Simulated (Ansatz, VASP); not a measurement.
Two plane-wave programs on Ta

```xyz
1
Lattice="-1.6183 1.6843 1.6513 1.6183 -1.6843 1.6513 1.6183 1.6843 -1.6513" Properties=species:S:1:pos:R:3 pbc="T T T"
Ta    0.0000    0.0000    0.0000
```

Change from the starting cell: strain -0.0200 x Voigt [1, -1, 0, 0, 0, 0], atoms carried along.

Alike in both runs: task single point; functional PBE; k mesh 20 × 20 × 20; occupations gaussian, width 0.15 eV; no spin polarisation.

|  | VASP | Ansatz |
| --- | --- | --- |
| version | VASP 6.6.1 | Ansatz 0.2.0 |
| potentials or method | VASP PAW PBE potentials, release 64 (Ta_pv), cutoff 520 eV | scalar-relativistic, plane waves, PAW |
| valence electrons in the cell | 11 | 13 |

|  | VASP | Ansatz | Ansatz less VASP |
| --- | --- | --- | --- |
| gap on the k mesh at the Fermi level (eV) | none | none | - |
| pressure (GPa) | 3.4 | 3.3 | -0.12 |
| traceless stress, the component that is largest in VASP (GPa) | 2.32 | 2.33 | +0.008 |

A gap of «none» marks a metal or a gap that the smearing closes. VASP's potentials hold 11 valence electrons a cell and Ansatz's 13, so a difference there can come from the potentials and not from the codes.

Spin-orbit coupling is off throughout.
